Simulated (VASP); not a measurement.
BiH3Pb:

```
Bi H Pb
1.0
     4.42192    0.00000    0.00000
     0.00000    4.42192    0.00000
     0.00000    0.00000    4.42192
Bi H Pb
1 3 1
Direct
  0.50000 0.50000 0.50000
  0.50000 0.00000 0.50000
  0.50000 0.50000 0.00000
  0.00000 0.50000 0.50000
  0.00000 0.00000 0.00000
```

The cell was built from a structure type or drawn by symmetry, and may not be a known phase.

| Property | Result |
| --- | --- |
| Program | VASP 6.6.1 |
| Task | relaxation of cell and atoms |
| Functional | PBE |
| Potentials or basis | VASP PAW PBE potentials, release 64 (Bi_d, H, Pb_d) |
| Cutoff | 600 eV |
| k mesh | 8 × 8 × 8 |
| Occupations | gaussian, width 0.1 eV |
| Spin | no spin polarisation |

At the start: pressure -1.9 GPa; volume 17.29 Å³/atom.

Problem. Where does the relaxation end?

Solution. Over 4 steps the energy falls by 5.4 meV/atom and the volume is 16.42 Å³/atom (-5.1 %); space group Pm-3m (No. 221, to 0.1 Å) before and after.

Step by step:
| step | energy change (eV) | largest force (eV/Å) | pressure (GPa) | volume (Å³) |
| --- | --- | --- | --- | --- |
| 1 | 0.0000 | 0.0000 | -1.86 | 86.46 |
| 2 | -0.0215 | 0.0000 | -0.87 | 83.98 |
| 3 | -0.0269 | 0.0000 | -0.10 | 82.29 |
| 4 | -0.0270 | 0.0000 | 0.00 | 82.08 |

Final structure:
```xyz
5
Lattice="4.3459 0.0000 0.0000 0.0000 4.3459 0.0000 0.0000 0.0000 4.3459" Properties=species:S:1:pos:R:3 pbc="T T T"
Bi    2.1729    2.1729    2.1729
H     2.1729    0.0000    2.1729
H     2.1729    2.1729    0.0000
H     0.0000    2.1729    2.1729
Pb    0.0000    0.0000    0.0000
```
